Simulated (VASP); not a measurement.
**KCl: single point with PBE**

Crystal: KCl.

```xyz
2
Lattice="0.0000 3.1976 3.1976 3.1976 0.0000 3.1976 3.1976 3.1976 0.0000" Properties=species:S:1:pos:R:3 pbc="T T T"
K     0.0000    0.0000    0.0000
Cl    3.1976    3.1976    3.1976
```

This cell differs from its parent crystal: volume scaled by 1.04.

| Item | Value |
| --- | --- |
| Program | VASP 6.6.1 |
| Task | single point |
| Functional | PBE |
| Potentials or basis | VASP PAW PBE potentials, release 64 (K_sv, Cl) |
| Cutoff | 520 eV |
| k mesh | 7 × 7 × 7 |
| Occupations | fermi-dirac, width 0.03 eV |
| Spin | no spin polarisation |
| Dipole correction | no |
| Further INCAR settings | ALGO = Normal; EDIFF = 1e-06; NBANDS = 15 |

```json
{
  "Pressure": "-0.1 GPa",
  "Band gap on the k mesh": "5.02 eV, direct"
}
```

Levels at points of the mesh, in eV from the valence-band top:
```csv
k point,band 6,band 7,band 8,band 9,band 10,band 11
"(0.00, 0.00, 0.00)",0.00,0.00,0.00,5.02,8.35,8.35
```

Wall time 16 s on 1 thread of Intel(R) Xeon(R) Platinum 8488C (Sapphire Rapids) (shared host), peak memory 0.2 GiB.

 A k mesh can miss the band edges.
